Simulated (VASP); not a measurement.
CsPbCl3:

```xyz
5
Lattice="5.6050 0.0000 0.0000 0.0000 5.6050 0.0000 0.0000 0.0000 5.6050" Properties=species:S:1:pos:R:3 pbc="T T T"
Pb    2.8025    2.8025    2.8025
Cs    0.0000    0.0000    0.0000
Cl    2.8025    0.0000    2.8025
Cl    0.0000    2.8025    2.8025
Cl    2.8025    2.8025    0.0000
```

Base run:

```yaml
Program: VASP 6.6.1
Functional: r2SCAN
Potentials_or_basis: VASP PAW PBE potentials, release 64 (Pb_d, Cs_sv, Cl)
Cutoff: 520 eV
k_mesh: 5 × 5 × 5
Occupations: fermi-dirac, width 0.05 eV
Spin: no spin polarisation
```

Its results: band gap on the k mesh 3.32 eV, direct; pressure 0.9 GPa.

Q: The run is repeated on the same cell with these changes: functional from r2SCAN to PBEsol. What comes out?

A: Band gap on the k mesh 2.86 eV, direct; pressure 0.1 GPa.

r2SCAN gives the wider gap, since meta-GGAs in the generalised Kohn-Sham scheme recover part of the derivative discontinuity.

Caveats: the PAW data sets were made with another functional, which shifts forces and pressure a little; spin-orbit coupling is left out, which moves the levels of the heavy elements.

A k mesh can miss the band edges.
